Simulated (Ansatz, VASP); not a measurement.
**Two plane-wave programs on HfO2**

```
CELL_PARAMETERS angstrom
0.00000 2.55750 2.55750
2.55750 0.00000 2.55750
2.55750 2.55750 0.00000
ATOMIC_POSITIONS crystal
Hf 0.00000 0.00000 0.00000
O 0.75000 0.75000 0.75000
O 0.25000 0.25000 0.25000
```

Alike in both runs: task relaxation of cell and atoms; functional RPBE; dispersion D3(BJ); k mesh 9 × 9 × 9; occupations fermi-dirac, width 0.05 eV; no spin polarisation.

|  | VASP | Ansatz |
| --- | --- | --- |
| version | VASP 6.6.1 | Ansatz 0.2.0 |
| potentials or method | VASP PAW PBE potentials, release 64 (Hf_pv, O) | Ansatz PAW |
| plane-wave cutoff (eV) | 600 | 420 |
| valence electrons in the cell | 22 | 38 |

|  | VASP | Ansatz | Ansatz less VASP |
| --- | --- | --- | --- |
| relaxed volume (Å³/atom) | 10.14 | 10.31 | +0.171 |
| relaxed cell length with the largest relative difference (Å) | 3.504 | 3.523 | +0.0195 |

VASP's potentials were made for PBE, not for RPBE. VASP's potentials hold 22 valence electrons a cell and Ansatz's 38, so a difference there can come from the potentials and not from the codes.

Neither program's run includes spin-orbit coupling. Noted on Ansatz's run: odd divisions of the mesh miss points on the zone boundary, where band edges often lie, so the gap on the mesh can be too wide; the plane-wave basis is chosen anew once the cell has moved, so the energies of steps on either side of that aren't comparable.
